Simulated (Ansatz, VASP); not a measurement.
# Two plane-wave programs on Si2Mo

INCAR

```
  PREC = Accurate
  ENCUT = 520
  EDIFF = 1E-7
  ISMEAR = 0
  SIGMA = 0.15
  LREAL = False
  LASPH = True
  NELM = 80
  ALGO = Fast
  ISIF = 2
  LWAVE = False
  LCHARG = False
  GGA = PS
  NBANDS = 18
```

KPOINTS

```
regular mesh
0
Gamma
  20 20 20
```

Contents of POSCAR:

```
Si2Mo
1.0
   -1.5950350805      1.5950350805      3.9106920000
    1.5950350805     -1.5950350805      3.9106920000
    1.5950350805      1.5950350805     -3.9106920000
Si Mo
2 1
Direct
    0.3350596655      0.2958755743     -0.0391840912
    0.6649403345      0.7041244257      0.0391840912
    0.0000000000      0.0000000000      0.0000000000
```

Input for Ansatz:

```yaml
crystal:
  lattice:
    - [-1.5950350805, 1.5950350805, 3.910692]
    - [1.5950350805, -1.5950350805, 3.910692]
    - [1.5950350805, 1.5950350805, -3.910692]
  atoms:
    - { symbol: Si, position: [0.3350596655, 0.2958755743, -0.0391840912] }
    - { symbol: Si, position: [0.6649403345, 0.7041244257, 0.0391840912] }
    - { symbol: Mo, position: [0.0, 0.0, 0.0] }
basis:
  ecutwfc: 420
kpoints:
  mp_grid: { grid: [20, 20, 20] }
hamiltonian:
  xc: pbesol
scf:
  occupations: { method: gaussian, width: 0.15 }
output:
  forces: true
  stress: true
  eigenvalues: true
```

Change from the starting cell: mode 7 (333.0 1/cm) frozen in, largest displacement +0.125 Å.

Alike in both runs: task single point; functional PBEsol; k mesh 20 × 20 × 20; occupations gaussian, width 0.15 eV; no spin polarisation.

|  | VASP | Ansatz |
| --- | --- | --- |
| version | VASP 6.6.1 | Ansatz 0.2.0 |
| potentials or method | VASP PAW PBE potentials, release 64 (Si, Mo_sv), cutoff 520 eV | scalar-relativistic, plane waves, PAW |
| valence electrons in the cell | 22 | 22 |

```tsv
	VASP	Ansatz	Ansatz less VASP
gap on the k mesh at the Fermi level (eV)	none	none	-
pressure (GPa)	2.5	2.1	-0.40
traceless stress, the component that is largest in VASP (GPa)	-1.64	-1.60	+0.043
rms of the force components (eV/Å)	0.684	0.681	-0.0032
```

VASP's potentials were made for PBE, not for PBEsol. Atom by atom the forces differ by 0.004 eV/Å (rms over components). A gap of «none» marks a metal or a gap that the smearing closes.
